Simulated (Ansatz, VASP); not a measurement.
SiC in VASP and in Ansatz

```
Si C
1.0
     0.00000    2.06924    2.28705
     2.06924    0.00000    2.28705
     2.06924    2.06924    0.00000
Si C
1 1
Direct
  0.00000 0.00000 0.00000
  0.75000 0.75000 0.75000
```

Change from the starting cell: strain -0.050 along x and y, +0.050 along z, atoms carried along.

Alike in both runs: task single point; functional r2SCAN; k mesh 10 × 10 × 10; occupations gaussian, width 0.05 eV; no spin polarisation.

|  | VASP | Ansatz |
| --- | --- | --- |
| version | VASP 6.6.1 | Ansatz 0.2.0 |
| potentials or method | VASP PAW PBE potentials, release 64 (Si, C), cutoff 520 eV | scalar-relativistic, plane waves, PAW |
| valence electrons in the cell | 8 | 8 |

Ansatz gave:

```
gap on the k mesh at the Fermi level (eV)                     : 1.07
least direct gap on the mesh (eV)                             : 5.01
pressure (GPa)                                                : 12.8
traceless stress, the component that is largest in VASP (GPa) : -23.23
```

**Question.** What did VASP give for the same quantities?

**Answer.** gap on the k mesh at the Fermi level (eV): 1.09; least direct gap on the mesh (eV): 5.03; pressure (GPa): 12.6; traceless stress, the component that is largest in VASP (GPa): -23.33.

VASP's potentials were made for PBE, not for r2SCAN.
